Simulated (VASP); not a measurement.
# ZnS (de600) (F-43m) in VASP: vibrations by perturbation theory with LDA

Aim: the vibrations by perturbation theory of ZnS (de600) with LDA.

All numbers are computed with VASP 6.6.1; they aren't measurements. Logs are shortened: lines on timing, memory, paths and dates and some standing lists are left out, and cuts for length are marked.

### Step 1. The cell of the first run

It takes space group F-43m (No. 216, cubic). Conventional cell: a = 5.296 Å, b = 5.296 Å, c = 5.296 Å, α = 90.00°, β = 90.00°, γ = 90.00°. Zn (site symmetry -43m) has 4 S at 2.29 Å within 3.0 Å. Within 3.0 Å of S (site symmetry -43m) lie 4 Zn at 2.29 Å.

### Step 2. Vibrations by perturbation theory, LDA

Contents of INCAR:

```
  ALGO = Normal
  EDIFF = 1E-8
  ENCUT = 520
  IBRION = 8
  ISIF = 2
  ISMEAR = 0
  LASPH = True
  LCHARG = False
  LEPSILON = True
  LREAL = False
  LWAVE = False
  NBANDS = 16
  NELM = 100
  NSW = 1
  PREC = Accurate
  SIGMA = 0.01
```

Contents of KPOINTS:

```
k-points
0
Gamma
  8 8 8
```

Contents of POSCAR:

```
ZnS
1.0
    0.0000000000      2.6482108106      2.6482108106
    2.6482108106      0.0000000000      2.6482108106
    2.6482108106      2.6482108106      0.0000000000
Zn S
1 1
Direct
    0.0000000000      0.0000000000      0.0000000000
    0.7500000000      0.7500000000      0.7500000000
```

Potentials or basis: VASP PAW LDA potentials, release 64 (Zn, S).

Launch:

```sh
$ cat potpaw_LDA.64/Zn/POTCAR potpaw_LDA.64/S/POTCAR > POTCAR
$ mpirun -np 1 vasp_std > vasp.out
```

OUTCAR:

```text
EDIFF = 1E-8
   ENCUT = 520
   IBRION = 8
   ISIF = 2
   ISMEAR = 0
   LASPH = True
   LEPSILON = True
   LREAL = False
   NELM = 100
   NSW = 1
   PREC = Accurate

 ion  position               nearest neighbor table
   1  0.000  0.000  0.000-   2 2.29   2 2.29   2 2.29   2 2.29
   2  0.750  0.750  0.750-   1 2.29   1 2.29   1 2.29   1 2.29

  LATTYP: Found a face centered cubic cell.
 ALAT       =     5.2964216212

  Lattice vectors:

 A1 = (   0.0000000000,   2.6482108106,   2.6482108106)
 A2 = (   2.6482108106,   0.0000000000,   2.6482108106)
 A3 = (   2.6482108106,   2.6482108106,   0.0000000000)

Analysis of symmetry for initial positions (statically):
=====================================================================
 Subroutine PRICEL returns:
 Original cell was already a primitive cell.

 Routine SETGRP: Setting up the symmetry group for a
 face centered cubic supercell.

 Subroutine GETGRP returns: Found 24 space group operations
 (whereof 24 operations were pure point group operations)
 out of a pool of 48 trial point group operations.

The static configuration has the point symmetry T_d .

Analysis of symmetry for dynamics (positions and initial velocities):
=====================================================================
 Subroutine PRICEL returns:
 Original cell was already a primitive cell.

 Routine SETGRP: Setting up the symmetry group for a
 face centered cubic supercell.

 Subroutine GETGRP returns: Found 24 space group operations
 (whereof 24 operations were pure point group operations)
 out of a pool of 48 trial point group operations.

The dynamic configuration has the point symmetry T_d .

 Subroutine INISYM returns: Found 24 space group operations
 (whereof 24 operations are pure point group operations),
 and found     1 'primitive' translations

----------------------------------------------------------------------------------------

                                     Primitive cell

  volume of cell :      37.1439

  direct lattice vectors                    reciprocal lattice vectors
     0.000000000  2.648210811  2.648210811    -0.188806721  0.188806721  0.188806721
     2.648210811  0.000000000  2.648210811     0.188806721 -0.188806721  0.188806721
     2.648210811  2.648210811  0.000000000     0.188806721  0.188806721 -0.188806721

  length of vectors
     3.745135644  3.745135644  3.745135644     0.327022834  0.327022834  0.327022834

  position of ions in fractional coordinates (direct lattice)
     0.000000000  0.000000000  0.000000000
     0.750000000  0.750000000  0.750000000

  ion indices of the primitive-cell ions
   primitive index   ion index
                 1           1
                 2           2

----------------------------------------------------------------------------------------

 KPOINTS: k-points

Automatic generation of k-mesh.
 Grid dimensions read from file:
 generate k-points for:    8    8    8

 Generating k-lattice:

  Cartesian coordinates                     Fractional coordinates (reciprocal lattice)
    -0.023600840  0.023600840  0.023600840     0.125000000  0.000000000  0.000000000
     0.023600840 -0.023600840  0.023600840     0.000000000  0.125000000  0.000000000
     0.023600840  0.023600840 -0.023600840     0.000000000  0.000000000  0.125000000

  Length of vectors
     0.040877854  0.040877854  0.040877854
[... 601 lines left out ...]
  free energy    TOTEN  =        -0.56507940 eV

  energy without entropy =       -0.56507940

------------------------ aborting loop because EDIFF is reached ----------------------------------------

--------------------------------------- Ionic step        2  -------------------------------------------

------------------------ aborting loop because EDIFF is reached ----------------------------------------

--------------------------------------- Ionic step        3  -------------------------------------------

------------------------ aborting loop because EDIFF is reached ----------------------------------------

 PIEZOELECTRIC TENSOR FIELD DIRECTION 3  (e Angst)
 -----------------------------------------------------------------------------
    -0.00061  1.52603  0.00000           ( -0.00000 -0.01951  0.00000)
     1.52603 -0.00061  0.00000           ( -0.01951 -0.00000  0.00000)
     0.00000  0.00000 -0.00008           (  0.00000  0.00000 -0.00000)

 PIEZOELECTRIC TENSOR FIELD DIRECTION 3  (C/m^2)
 -----------------------------------------------------------------------------
    -0.00026  0.65824  0.00000
     0.65824 -0.00026  0.00000
     0.00000  0.00000 -0.00003

--------------------------------------- Ionic step        4  -------------------------------------------

------------------------ aborting loop because EDIFF is reached ----------------------------------------

[... ionic steps 5 to 6 ...]

--------------------------------------- Ionic step        7  -------------------------------------------

 Free energy of the ion-electron system (eV)
  ---------------------------------------------------
  ---------------------------------------------------
  free energy    TOTEN  =        -0.10378396 eV

  energy without entropy =       -0.10378396

------------------------ aborting loop because EDIFF is reached ----------------------------------------

 INTERNAL STRAIN TENSOR  FOR ION    2  DIRECTION 1   (eV/Angst):
 -----------------------------------------------------------------------------
    -0.01779  0.00000  0.00000
     0.00000  0.01665  6.64151
     0.00000  6.64151  0.01665

 MACROSCOPIC STATIC DIELECTRIC TENSOR (including local field effects in DFT)
 ------------------------------------------------------
           6.233640     0.000000    -0.000000
           0.000000     6.233640     0.000000
          -0.000000     0.000000     6.233640
 ------------------------------------------------------

 PIEZOELECTRIC TENSOR (including local field effects)  for field in x, y, z        (e  Angst)
          XX          YY          ZZ          XY          YZ          ZX
  --------------------------------------------------------------------------------
  x    -0.00000     0.00000    -0.00000     0.00000     1.54201     0.00000
  y    -0.00000     0.00000    -0.00000     0.00000     0.00000     1.54201
  z    -0.00000     0.00000     0.00000     1.54201     0.00000     0.00000

 PIEZOELECTRIC TENSOR (including local field effects)  for field in x, y, z        (C/m^2)
          XX          YY          ZZ          XY          YZ          ZX
  --------------------------------------------------------------------------------
  x    -0.00000     0.00000    -0.00000     0.00000     0.66513     0.00000
  y    -0.00000     0.00000    -0.00000     0.00000     0.00000     0.66513
  z    -0.00000     0.00000     0.00000     0.66513     0.00000     0.00000

 BORN EFFECTIVE CHARGES (including local field effects) (in |e|, cummulative output)
 ---------------------------------------------------------------------------------
 ion    1
    1     1.92228     0.00000     0.00000
    2    -0.00000     1.92228     0.00000
    3    -0.00000     0.00000     1.92228
 ion    2
    1    -1.92228     0.00000     0.00000
    2     0.00000    -1.92228    -0.00000
    3     0.00000    -0.00000    -1.92228

 INTERNAL STRAIN TENSOR FOR ION    2 for displacements in x,y,z  (eV/Angst):
          X           Y           Z          XY          YZ          ZX
  --------------------------------------------------------------------------------
  x    -0.00000     0.00000     0.00000     0.00000     6.64151     0.00000
  y     0.00000    -0.00000     0.00000     0.00000     0.00000     6.64151
  z     0.00000     0.00000    -0.00000     6.64151     0.00000     0.00000

 SECOND DERIVATIVES (NOT SYMMETRIZED)
 ------------------------------------
               1X          1Y          1Z          2X          2Y          2Z
  1X    -6.848466    0.000000    0.000000    6.848466    0.000000    0.000000
  1Y     0.000000   -6.848466    0.000000    0.000000    6.848466    0.000000
  1Z     0.000000    0.000000   -6.848466    0.000000    0.000000    6.848466
  2X     6.767283    0.000000    0.000000   -6.767283    0.000000    0.000000
  2Y     0.000000    6.767283    0.000000    0.000000   -6.767283    0.000000
  2Z     0.000000    0.000000    6.767283    0.000000    0.000000   -6.767283

 Eigenvectors and eigenvalues of the dynamical matrix
 ----------------------------------------------------

   1 f  =    8.784990 THz    55.197719 2PiTHz  293.035718 cm-1    36.331782 meV
             X         Y         Z           dx          dy          dz
      0.000000  0.000000  0.000000    -0.575909    0.000000    0.000000
      3.972316  3.972316  3.972316     0.817514    0.000000    0.000000
[... 21 lines left out ...]
   6 f/i=    0.024662 THz     0.154953 2PiTHz    0.822620 cm-1     0.101992 meV
             X         Y         Z           dx          dy          dz
      0.000000  0.000000  0.000000     0.000000   -0.145035   -0.804546
      3.972316  3.972316  3.972316     0.000000   -0.102172   -0.566773

--------------------------------------------------------------------------------------------------------

 MACROSCOPIC STATIC DIELECTRIC TENSOR IONIC CONTRIBUTION
 ------------------------------------------------------
           2.644195    -0.000000    -0.000000
          -0.000000     2.644195     0.000000
          -0.000000     0.000000     2.644195
 ------------------------------------------------------

 ELASTIC MODULI CONTR FROM IONIC RELAXATION (kBar)
 Direction    XX          YY          ZZ          XY          YZ          ZX
 --------------------------------------------------------------------------------
 XX          -0.0000      0.0000      0.0000     -0.0000      0.0000     -0.0000
 YY           0.0000     -0.0000     -0.0000     -0.0000     -0.0000      0.0000
 ZZ           0.0000     -0.0000     -0.0000      0.0000     -0.0000     -0.0000
 XY          -0.0000     -0.0000      0.0000   -279.0081      0.0000      0.0000
 YZ           0.0000     -0.0000     -0.0000      0.0000   -279.0081      0.0000
 ZX          -0.0000      0.0000     -0.0000      0.0000      0.0000   -279.0081
 --------------------------------------------------------------------------------

 PIEZOELECTRIC TENSOR IONIC CONTR  for field in x, y, z        (C/m^2)
          XX          YY          ZZ          XY          YZ          ZX
  --------------------------------------------------------------------------------
  x     0.00000    -0.00000    -0.00000     0.00000    -0.80822     0.00000
  y    -0.00000     0.00000    -0.00000    -0.00000     0.00000    -0.80822
  z    -0.00000    -0.00000     0.00000    -0.80822     0.00000    -0.00000
```

Run time: 12 min. Hardware: 1 thread of AMD EPYC 7R13, shared host; peak memory 0.23 GiB.

What came out:

* Electronic dielectric tensor (diagonal): 6.23
* Born charges (mean of the diagonal): Zn +1.92; S -1.92 e
* Highest phonon frequency at Γ, LO-TO splitting left out: 293 cm⁻¹

Phonon frequencies in cm⁻¹ (negative: imaginary):
```
              q point           frequencies
(0.000, 0.000, 0.000)  -1 -1 -1 293 293 293
```

Electronic dielectric tensor:
```
6.23 0.00 0.00
0.00 6.23 0.00
0.00 0.00 6.23
```

Born effective charge tensors (e):
atom 1, Zn
```
1.92 0.00 0.00
0.00 1.92 0.00
0.00 0.00 1.92
```
atom 2, S
```
-1.92  0.00  0.00
 0.00 -1.92  0.00
 0.00  0.00 -1.92
```
